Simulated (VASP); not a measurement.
# Cu (P6_3/mmc) in VASP: further runs

Runs on Cu. Level: r2SCAN. Tasks: relaxation of shape and atoms at fixed volume, relaxation of cell and atoms, single point.

All numbers are computed with VASP 6.6.1; they aren't measurements. Logs are shortened: lines on timing, memory, paths and dates and some standing lists are left out, and cuts for length are marked.

### Step 1. The cell of the first run

Symmetry: P6_3/mmc, No. 194, hexagonal system. The conventional cell has a = 2.580 Å, b = 2.580 Å, c = 4.211 Å, α = 90.00°, β = 90.00°, γ = 120.00°. Within 3.4 Å of Cu (site symmetry -6m2) lie 12 Cu at 2.58 Å.

This isn't the form of Cu at room conditions, which is fcc.

### Step 2. Relaxation of shape and atoms at fixed volume, r2SCAN (12.14 Å³/atom)

The input, POSCAR:

```
Cu
1.0
    2.5801330373      0.0000000000      0.0000000000
   -1.2900665187      2.2344607554      0.0000000000
    0.0000000000      0.0000000000      4.2108536834
Cu
2
Direct
    0.3333333333      0.6666666667      0.2500000000
    0.6666666667      0.3333333333      0.7500000000
```

The input, INCAR.step1:

```
SYSTEM = Cu
PREC = Accurate
ENCUT = 600
ISMEAR = 0
SIGMA = 0.1
LREAL = .FALSE.
LASPH = .TRUE.
NELM = 80
GGA = PE
ALGO = Normal
EDIFF = 1E-4
LWAVE = .TRUE.
LCHARG = .FALSE.
```

The input, INCAR.step2:

```
SYSTEM = Cu
PREC = Accurate
ENCUT = 600
EDIFF = 1E-7
ISMEAR = 0
SIGMA = 0.1
LREAL = .FALSE.
LASPH = .TRUE.
NELM = 80
ALGO = Normal
ISIF = 4
LWAVE = .FALSE.
LCHARG = .FALSE.
METAGGA = R2SCAN
LMIXTAU = .TRUE.
IBRION = 2
NSW = 50
EDIFFG = -0.01
ISTART = 1
```

The input, KPOINTS:

```
regular mesh
0
G
  18 18 10
  0 0 0
```

Potentials or basis: VASP PAW PBE potentials, release 64 (Cu).

The run is started by

```bash
cat potpaw_PBE.64/Cu/POTCAR > POTCAR
cp INCAR.step1 INCAR
mpirun -np 1 vasp_std > vasp.out
cp INCAR.step2 INCAR
mpirun -np 1 vasp_std > vasp.out
```

OUTCAR:

```text
SYSTEM = Cu
   PREC = Accurate
   ENCUT = 600
   EDIFF = 1E-7
   ISMEAR = 0
   LREAL = .FALSE.
   LASPH = .TRUE.
   NELM = 80
   ISIF = 4
   METAGGA = R2SCAN
   IBRION = 2
   NSW = 50
   EDIFFG = -0.01
   ISTART = 1

 ion  position               nearest neighbor table
   1  0.333  0.667  0.250-   2 2.58   2 2.58   2 2.58   2 2.58   2 2.58   2 2.58
   2  0.667  0.333  0.750-   1 2.58   1 2.58   1 2.58   1 2.58   1 2.58   1 2.58

  LATTYP: Found a hexagonal cell.
 ALAT       =     2.5801330373
 C/A-ratio  =     1.6320296754

  Lattice vectors:

 A1 = (   2.5801330373,   0.0000000000,   0.0000000000)
 A2 = (  -1.2900665187,   2.2344607554,   0.0000000000)
 A3 = (   0.0000000000,   0.0000000000,   4.2108536834)

Analysis of symmetry for initial positions (statically):
=====================================================================
 Subroutine PRICEL returns:
 Original cell was already a primitive cell.

 Routine SETGRP: Setting up the symmetry group for a
 hexagonal supercell.

 Subroutine GETGRP returns: Found 24 space group operations
 (whereof 12 operations were pure point group operations)
 out of a pool of 24 trial point group operations.

The static configuration has the point symmetry D_3d.
 The point group associated with its full space group is D_6h.

Analysis of symmetry for dynamics (positions and initial velocities):
=====================================================================
 Subroutine PRICEL returns:
 Original cell was already a primitive cell.

 Routine SETGRP: Setting up the symmetry group for a
 hexagonal supercell.

 Subroutine GETGRP returns: Found 24 space group operations
 (whereof 12 operations were pure point group operations)
 out of a pool of 24 trial point group operations.

The dynamic configuration has the point symmetry D_3d.
 The point group associated with its full space group is D_6h.

 Subroutine INISYM returns: Found 24 space group operations
 (whereof 12 operations are pure point group operations),
 and found     1 'primitive' translations

----------------------------------------------------------------------------------------

                                     Primitive cell

  volume of cell :      24.2764

  direct lattice vectors                    reciprocal lattice vectors
     2.580133037  0.000000000  0.000000000     0.387576914  0.223767636  0.000000000
    -1.290066519  2.234460755  0.000000000     0.000000000  0.447535271  0.000000000
     0.000000000  0.000000000  4.210853683     0.000000000  0.000000000  0.237481536

  length of vectors
[... 97 lines left out ...]
   ISMEAR =     0;   SIGMA  =   0.10  broadening in eV -4-tet -1-fermi 0-gaus
   EFERMI_NEDOS =   21; number of points for ismear=-14 and -15
   IALGO  =     38    algorithm
   IMIX   =      4    mixing-type and parameters
     AMIX     =   0.40;   BMIX     =  1.00
     AMIX_MAG =   1.60;   BMIX_MAG =  1.00
  volume/ion in A,a.u.               =      12.14        81.91
  Fermi-wavevector in a.u.,A,eV,Ry     =   1.584239  2.993778 34.148087  2.509814
  Thomas-Fermi vector in A             =   2.683887
   LORBIT       =      0    0 simple, 1 ext, 2 COOP (PROOUT), +10 PAW based schemes
   METAGGA = R2SCAN    functional components
   LHFCALC =     F    Hartree Fock is set to
   AEXX    =    0.0000 exact exchange contribution
   IVDW    =     0    specifies the selected vdW correction
   LEPSILON=     F    determine dielectric tensor
   LRPA    =     F    only Hartree local field effects (RPA)
 conjugate gradient relaxation of ions
 non-spin polarized calculation
 Gauss-broadening in eV      SIGMA  =   0.10
  energy-cutoff  :      600.00
  volume of cell :       24.28
 maximum number of plane-waves:       826
 NGX is ok and might be reduce to    24

 number of electron      22.0000014 magnetization

 Free energy of the ion-electron system (eV)
  ---------------------------------------------------
  ext. energy  EPLUGINS =         0.00000000
  ---------------------------------------------------
  free energy    TOTEN  =       -21.60255060 eV

  energy without entropy =      -21.59773319  energy(sigma->0) =      -21.60014189

 E-fermi :   7.0100     XC(G=0): -13.5590

 val. band max:        6.9894719785   @ k =   0.2222   0.2222   0.5000
 cond. band min:       7.0243631889   @ k =   0.3333   0.1667   0.3000
 fundamental gap:      0.0348912103
 Fermi energy:         7.0100492831

 k-point     1 :       0.0000    0.0000    0.0000
  band No.  band energies     occupation
      1      -2.3855      2.00000
      2       1.9902      2.00000
      3       4.0165      2.00000
      4       4.0711      2.00000
      5       4.0711      2.00000
      6       4.2730      2.00000
      7       4.2730      2.00000
      8       4.5389      2.00000
      9       4.5389      2.00000
     10       5.2639      2.00000
     11       5.2639      2.00000
     12       6.1133      2.00000
     13      10.9078      0.00000
     14      28.9820      0.00000
[... 401 lines left out ...]
      2       2.6685      2.00000
      3       2.7894      2.00000
      4       3.7249      2.00000
      5       3.9330      2.00000
      6       4.0911      2.00000
      7       4.3139      2.00000
      8       5.2494      2.00000
      9       5.3530      2.00000
     10       5.3674      2.00000
     11       6.7745      1.99913
     12       9.9410      0.00000
     13      14.6730      0.00000
     14      15.1666      0.00000
     15      17.9176      0.00000

 [... further k-points ...]

------------------------ aborting loop because EDIFF is reached ----------------------------------------

  FORCE on cell =-STRESS in cart. coord.  units (eV):
  Direction    XX          YY          ZZ          XY          YZ          ZX
  --------------------------------------------------------------------------------------
  -------------------------------------------------------------------------------------
  Total       -1.1216811     -1.1216811     -1.1460036      0.0000000     -0.0000000      0.0000000
  in kB      -74.0278299    -74.0278299    -75.6330436      0.0000000     -0.0000000      0.0000000
  external PRESSURE =     -74.5629011 kB  Pullay stress =       0.0000000 kB

 VOLUME and BASIS-vectors are now :
 -----------------------------------------------------------------------------
  energy-cutoff  :      600.00
  volume of cell :       24.28
      direct lattice vectors                 reciprocal lattice vectors
     2.580133037  0.000000000  0.000000000     0.387576914  0.223767636  0.000000000
    -1.290066519  2.234460755  0.000000000     0.000000000  0.447535271  0.000000000
     0.000000000  0.000000000  4.210853683     0.000000000  0.000000000  0.237481536

 POSITION                                       TOTAL-FORCE (eV/Angst)
 -----------------------------------------------------------------------------------
     -0.00000      1.48964      1.05271         0.000000     -0.000000      0.000000
      1.29007      0.74482      3.15814        -0.000000      0.000000      0.000000
 -----------------------------------------------------------------------------------
    total drift:                               -0.000000      0.000000     -0.000000

  FREE ENERGIE OF THE ION-ELECTRON SYSTEM (eV)
  ---------------------------------------------------
  free  energy   TOTEN  =       -21.6025505974 eV

  energy  without entropy=      -21.5977331888  energy(sigma->0) =      -21.60014189

 reached required accuracy - stopping structural energy minimisation
```

Wall time 7.7 min (1 thread of Intel Xeon 8259CL, shared host); peak memory 0.22 GiB.

What came out:

- Free energy: -21.6026 eV
- Pressure after relaxing: -7.5 GPa
- Band gap on the k mesh: zero (bands 11 and 12 overlap by 6.16 eV)

Final structure:
```
CELL_PARAMETERS angstrom
2.58013 0.00000 0.00000
-1.29007 2.23446 0.00000
0.00000 0.00000 4.21085
ATOMIC_POSITIONS crystal
Cu 0.33333 0.66667 0.25000
Cu 0.66667 0.33333 0.75000
```

Caveat: the PAW data sets were made with another functional, which shifts forces and pressure a little.

### Step 3. Relaxation of cell and atoms, r2SCAN

This run uses another cell than the first one: it holds 8 atoms, not 2.

The input, POSCAR:

```
Cu
1.0
    0.0000000000      0.0000000000      4.1298555581
    5.0610054543      0.0000000000      0.0000000000
   -2.5305027271      4.3829592921      0.0000000000
Cu
8
Direct
    0.2500000000      0.1666666667      0.3333333333
    0.2500000000      0.1666666667      0.8333333333
    0.2500000000      0.6666666667      0.3333333333
    0.2500000000      0.6666666667      0.8333333333
    0.7500000000      0.3333333333      0.1666666667
    0.7500000000      0.3333333333      0.6666666667
    0.7500000000      0.8333333333      0.1666666667
    0.7500000000      0.8333333333      0.6666666667
```

The input, INCAR.step1:

```
  PREC = Accurate
  ENCUT = 600
  ISMEAR = 0
  SIGMA = 0.1
  LREAL = F
  LASPH = T
  NELM = 60
  GGA = PE
  ALGO = Normal
  EDIFF = 1E-4
  LWAVE = T
  LCHARG = F
  KPAR = 4
```

The input, INCAR.step2:

```
  PREC = Accurate
  ENCUT = 600
  EDIFF = 1E-7
  ISMEAR = 0
  SIGMA = 0.1
  LREAL = F
  LASPH = T
  NELM = 60
  ALGO = Normal
  ISIF = 3
  LWAVE = F
  LCHARG = F
  METAGGA = R2SCAN
  LMIXTAU = T
  IBRION = 2
  NSW = 80
  EDIFFG = -0.015
  ISTART = 1
  KPAR = 4
```

The input, KPOINTS:

```
regular mesh
0
Gamma
  8 6 6
```

Potentials or basis: VASP PAW PBE potentials, release 64 (Cu).

The run is started by

```bash
cat potpaw_PBE.64/Cu/POTCAR > POTCAR
cp INCAR.step1 INCAR
mpirun -np 4 vasp_std > vasp.out
cp INCAR.step2 INCAR
mpirun -np 4 vasp_std > vasp.out
```

It took 16 min on 4 MPI ranks of Oxide Virtual Turin-like, shared host; peak memory 0.32 GiB.

The run converged. Its results:

| Quantity | Value |
| --- | --- |
| Free energy | -86.5036 eV |
| Relaxed volume | 11.52 Å³/atom |
| Relaxed cell | a = 4.136 Å, b = 5.072 Å, c = 5.072 Å, α = 120.00°, β = 90.00°, γ = 90.00° |
| Space group after relaxing (to 0.1 Å) | P6_3/mmc (No. 194) |
| Energy gained by relaxing | 0.2 meV/atom |
| Ionic steps | 3 |
| Pressure after relaxing | -0.1 GPa |
| Band gap on the k mesh | zero (bands 44 and 45 overlap by 4.47 eV) |

Stress tensor (GPa, compression positive):
```
-0.05  0.00  0.00
 0.00 -0.05  0.00
 0.00  0.00 -0.20
```

The path:
```
step  energy change (eV)  largest force (eV/Å)  pressure (GPa)  volume (Å³)
   1              0.0000                0.0000            0.72        91.61
   2             -0.0015                0.0000           -0.31        92.29
   3             -0.0016                0.0000           -0.10        92.17
```

Final structure:
```cif
data_structure
_symmetry_space_group_name_H-M 'P 1'
_symmetry_Int_Tables_number 1
_cell_length_a 4.1365
_cell_length_b 5.0724
_cell_length_c 5.0724
_cell_angle_alpha 120.000
_cell_angle_beta 90.000
_cell_angle_gamma 90.000
_cell_volume 92.17
loop_
_atom_site_label
_atom_site_type_symbol
_atom_site_fract_x
_atom_site_fract_y
_atom_site_fract_z
_atom_site_occupancy
Cu1 Cu 0.25000 0.16667 0.33333 1
Cu2 Cu 0.25000 0.16667 0.83333 1
Cu3 Cu 0.25000 0.66667 0.33333 1
Cu4 Cu 0.25000 0.66667 0.83333 1
Cu5 Cu 0.75000 0.33333 0.16667 1
Cu6 Cu 0.75000 0.33333 0.66667 1
Cu7 Cu 0.75000 0.83333 0.16667 1
Cu8 Cu 0.75000 0.83333 0.66667 1
```

Levels at points of the mesh, in eV from the Fermi level:
| k point | band 41 | band 42 | band 43 | band 44 | band 45 | band 46 | band 47 | band 48 |
| --- | --- | --- | --- | --- | --- | --- | --- | --- |
| (0.00, 0.00, 0.00) | -1.54 | -0.99 | 0.09 | 0.09 | 0.09 | 1.80 | 1.80 | 1.80 |
| (0.50, 0.00, 0.00) | -1.58 | -1.58 | 0.60 | 0.60 | 0.60 | 0.60 | 0.60 | 0.60 |
| (0.00, 0.50, 0.00) | -1.64 | -1.64 | -0.24 | -0.24 | 3.02 | 3.02 | 4.94 | 4.94 |
| (0.50, 0.50, 0.00) | -1.48 | -1.48 | -1.48 | -1.48 | 1.08 | 1.08 | 1.08 | 1.08 |

Caveat: the PAW data sets were made with another functional, which shifts forces and pressure a little.

### Step 4. Single point, r2SCAN

This run uses another cell than the first one: it holds 6 atoms, not 2.

The input, POSCAR:

```
Cu
1.0
   -1.2652513599     -2.1914796396      0.0000000000
    1.2652513599     -2.1914796396      0.0000000000
    0.0000000000      0.0000000000     12.3895666835
Cu
6
Direct
    0.6666666667      0.6666666667      0.0833333333
    0.6666666667      0.6666666667      0.4166666667
    0.6666666667      0.6666666667      0.7500000000
    0.3333333333      0.3333333333      0.2500000000
    0.3333333333      0.3333333333      0.5833333333
    0.3333333333      0.3333333333      0.9166666667
```

The input, INCAR.step1:

```
PREC = Accurate
ENCUT = 520
ISMEAR = 0
SIGMA = 0.15
LREAL = False
LASPH = True
NELM = 60
NBANDS = 42
GGA = PE
ALGO = Normal
EDIFF = 1E-4
LWAVE = True
LCHARG = False
```

The input, INCAR.step2:

```
PREC = Accurate
ENCUT = 520
EDIFF = 1E-6
ISMEAR = 0
SIGMA = 0.15
LREAL = False
LASPH = True
NELM = 60
ALGO = Normal
ISIF = 2
LWAVE = False
LCHARG = False
METAGGA = R2SCAN
LMIXTAU = True
NBANDS = 42
ISTART = 1
```

The input, KPOINTS:

```
regular mesh
0
Gamma
  27 27 5
```

The run is started by

```bash
cat potpaw_PBE.64/Cu/POTCAR > POTCAR
cp INCAR.step1 INCAR
mpirun -np 1 vasp_std > vasp.out
cp INCAR.step2 INCAR
mpirun -np 1 vasp_std > vasp.out
```

Wall time 70 min (1 thread of Oxide Virtual Turin-like, shared host); peak memory 0.49 GiB.

The run converged. Its results:

```
Free energy            : -64.9118 eV
Pressure               : 0.7 GPa
Band gap on the k mesh : zero (bands 33 and 34 overlap by 5.66 eV)
```

Stress tensor (GPa, compression positive):
```
0.26 0.00 0.00
0.00 0.26 0.00
0.00 0.00 1.57
```

Levels at points of the mesh, in eV from the Fermi level:
| k point | band 30 | band 31 | band 32 | band 33 | band 34 | band 35 | band 36 | band 37 |
| --- | --- | --- | --- | --- | --- | --- | --- | --- |
| (0.00, 0.00, 0.00) | -1.97 | -1.97 | -1.97 | -1.97 | -1.88 | -1.88 | -1.14 | 4.13 |

Caveat: the PAW data sets were made with another functional, which shifts forces and pressure a little.

### Step 5. The runs side by side

```csv
task,cell,k mesh,cutoff (eV),smearing,gap on the mesh (eV),pressure (GPa)
relaxation of shape and atoms at fixed volume,"relaxed from a = 2.580, b = 2.580, c = 4.211 Å, angles 90.0, 90.0, 120.0°, 2 atoms, atomic positions A",18 × 18 × 10,600,gaussian 0.1 eV,none,-7.5
relaxation of cell and atoms,"relaxed from a = 4.130, b = 5.061, c = 5.061 Å, angles 120.0, 90.0, 90.0°, 8 atoms, atomic positions B",8 × 6 × 6,600,gaussian 0.1 eV,none,-0.1
single point,"a = 2.531, b = 2.531, c = 12.390 Å, angles 90.0, 90.0, 60.0°, 6 atoms, atomic positions C",27 × 27 × 5,520,gaussian 0.15 eV,none,0.7
```

Alike in all rows: level r2SCAN; potentials or basis VASP PAW PBE potentials, release 64 (Cu); no spin polarisation.

Caveats: the PAW data sets were made with another functional, which shifts forces and pressure a little.

Total energies depend on the potentials used, so only differences within one code and one set of settings carry meaning.

The gap in the log of VASP goes by the Fermi energy; the results here count the filled bands.